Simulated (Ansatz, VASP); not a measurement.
KLa in VASP and in Ansatz

The input INCAR:

```
  PREC = Accurate
  ENCUT = 520
  EDIFF = 1E-8
  ISMEAR = -1
  SIGMA = 0.05
  LREAL = False
  LASPH = True
  NELM = 100
  ALGO = Normal
  ISIF = 2
  LWAVE = False
  LCHARG = False
  GGA = PS
  LEFG = True
  NBANDS = 17
```

KPOINTS

```
regular mesh
0
Gamma
  11 11 11
```

The input POSCAR:

```
KLa
1.0
    1.9123168285     -1.1040766357      7.5026813705
    0.0000000000      2.2081532714      7.5026813705
   -1.9123168285     -1.1040766357      7.5026813705
K La
1 1
Direct
    0.0000000000      0.0000000000      0.0000000000
    0.5000000000      0.5000000000      0.5000000000
```

Input for Ansatz:

```yaml
crystal:
  lattice:
    - [1.9123168285, -1.1040766357, 7.5026813705]
    - [0.0, 2.2081532714, 7.5026813705]
    - [-1.9123168285, -1.1040766357, 7.5026813705]
  atoms:
    - { symbol: K, position: [0.0, 0.0, 0.0] }
    - { symbol: La, position: [0.5, 0.5, 0.5] }
kpoints:
  mp_grid: { grid: [11, 11, 11] }
scf:
  occupations: { method: fermi_dirac, width: 0.05 }
hamiltonian:
  xc: pbesol
  pseudopotentials: { kind: paw }
output:
  forces: true
  stress: true
  eigenvalues: true
  efg: { contact_densities: true }
basis:
  ecutwfc: "500 eV"
```

Alike in both runs: task electric field gradients; functional PBEsol; k mesh 11 × 11 × 11; occupations fermi-dirac, width 0.05 eV; no spin polarisation.

```csv
,VASP,Ansatz
version,VASP 6.6.1,Ansatz 0.2.0
potentials or method,"VASP PAW PBE potentials, release 64 (K_sv, La), cutoff 520 eV","PAW with Ansatz's default frozen-core files, scalar-relativistic"
valence electrons in the cell,20,20
```

```csv
,VASP,Ansatz,Ansatz less VASP
gap on the k mesh at the Fermi level (eV),none,none,-
pressure (GPa),-1.2,-1.2,+0.01
"traceless stress, the component that is largest in VASP (GPa)",0.28,0.28,-0.003
```

VASP's potentials were made for PBE, not for PBEsol. A gap of «none» marks a metal or a gap that the smearing closes.

Neither program's run includes spin-orbit coupling.
